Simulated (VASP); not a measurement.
Mg, 1 atom in the cell. It takes space group Im-3m (No. 229, cubic). Conventional cell: a = 3.310 Å, b = 3.310 Å, c = 3.310 Å, α = 90.00°, β = 90.00°, γ = 90.00°. Mg (site symmetry m-3m) has 14 Mg at 2.87 to 3.31 Å within 3.8 Å. This isn't the form of Mg at room conditions, which is hcp.

| Item | Value |
| --- | --- |
| Program | VASP 6.6.1 |
| Task | relaxation of cell and atoms |
| Functional | PBEsol |
| Potentials or basis | VASP PAW PBE potentials, release 64 (Mg) |
| Cutoff | 600 eV |
| k mesh | 20 × 20 × 20 |
| Occupations | gaussian, width 0.1 eV |
| Spin | no spin polarisation |
| Target pressure | 12 GPa |
| Dipole correction | no |
| Further INCAR settings | ALGO = Normal; EDIFF = 1e-06; IBRION = 2; EDIFFG = -0.004; NSW = 70; ISIF = 3 |

Potentials or basis: VASP PAW PBE potentials, release 64 (Mg).

Launch:

```sh
$ cat potpaw_PBE.64/Mg/POTCAR > POTCAR
$ mpirun -np 1 vasp_std > vasp.out
```

Hardware: 1 thread of Intel Xeon 8259CL (shared host).

Task: How long does it take, and how much memory?

Result: It took 16 s on 1 thread of Intel Xeon 8259CL, on a shared host, peak memory 0.17 GiB. Counts: scf iterations 11, k points 256, ion steps 2.
